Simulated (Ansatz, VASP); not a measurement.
Two plane-wave programs on B3Sb2P

```
B Sb P
1.0
     5.29256    0.00000    0.00000
     0.00000    5.29256    0.00000
     0.00000    0.00000    4.67508
B Sb P
3 2 1
Direct
  0.50000 0.50000 0.00000
  0.50000 0.50000 0.66584
  0.50000 0.50000 0.33416
  0.00000 0.50000 0.50000
  0.50000 0.00000 0.50000
  0.00000 0.00000 0.50000
```

Alike in both runs: task relaxation of cell and atoms; functional PBE; k mesh 8 × 8 × 8; occupations gaussian, width 0.1 eV; no spin polarisation.

|  | VASP | Ansatz |
| --- | --- | --- |
| version | VASP 6.6.1 | Ansatz 0.2.0 |
| potentials or method | VASP PAW PBE potentials, release 64 (B, Sb, P), cutoff 600 eV | scalar-relativistic, plane waves, PAW |
| valence electrons in the cell | 24 | 44 |

|  | VASP | Ansatz | Ansatz less VASP |
| --- | --- | --- | --- |
| gap on the k mesh at the Fermi level, each at its own relaxed structure (eV) | none | none | - |
| relaxed volume (Å³/atom) | 21.48 | 21.50 | +0.022 |
| relaxed cell length with the largest relative difference (Å) | 5.239 | 5.242 | +0.0026 |

A gap of «none» marks a metal or a gap that the smearing closes. VASP's potentials hold 24 valence electrons a cell and Ansatz's 44, so a difference there can come from the potentials and not from the codes.

Spin-orbit coupling is off throughout.
